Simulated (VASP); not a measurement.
A run of VASP 6.6.1:

INCAR

```
SYSTEM = MnSi15
PREC = Accurate
ENCUT = 520
EDIFF = 1E-7
ISMEAR = 0
SIGMA = 0.05
LREAL = Auto
LASPH = .TRUE.
NELM = 150
ALGO = Normal
ISIF = 2
LWAVE = .FALSE.
LCHARG = .FALSE.
LMAXMIX = 4
LDAU = .TRUE.
LDAUTYPE = 2
LDAUL = 2 -1
LDAUU = 3.5 0
LDAUJ = 0 0
LDAUPRINT = 1
GGA = PS
NBANDS = 50
```

KPOINTS

```
Automatic mesh
0
G
  3 3 3
  0 0 0
```

The input POSCAR:

```
MnSi15
1.0
    0.0000000000      5.4370000000      5.4370000000
    5.4370000000      0.0000000000      5.4370000000
    5.4370000000      5.4370000000      0.0000000000
Mn Si
1 15
Direct
    0.0000000000      1.0000000000      1.0000000000
    0.9996156210      0.9996156210      0.5003843790
    0.9996156210      0.5003843790      0.9996156210
    0.9996156210      0.5003843790      0.5003843790
    0.5003843790      0.9996156210      0.9996156210
    0.5003843790      0.9996156210      0.5003843790
    0.5003843790      0.5003843790      0.9996156210
    0.5000000000      0.5000000000      0.5000000000
    0.1288894793      0.1288894793      0.1288894793
    0.1288894793      0.1288894793      0.6133315620
    0.1288894793      0.6133315620      0.1288894793
    0.1256551594      0.6247816135      0.6247816135
    0.6133315620      0.1288894793      0.1288894793
    0.6247816135      0.1256551594      0.6247816135
    0.6247816135      0.6247816135      0.1256551594
    0.6247816135      0.6247816135      0.6247816135
```

Potentials or basis: VASP PAW PBE potentials, release 64 (Mn_pv, Si).

Command:

```console
$ cat potpaw_PBE.64/Mn_pv/POTCAR potpaw_PBE.64/Si/POTCAR > POTCAR
$ mpirun -np 1 vasp_std > vasp.out
```

Hardware: 1 thread of Intel(R) Xeon(R) 6975P-C (Granite Rapids) (shared host).

How long does it take, and how much memory?

Wall time 87 s on 1 thread of Intel(R) Xeon(R) 6975P-C (Granite Rapids) (shared host), peak memory 0.47 GiB. Counts: scf iterations 20, k points 4.
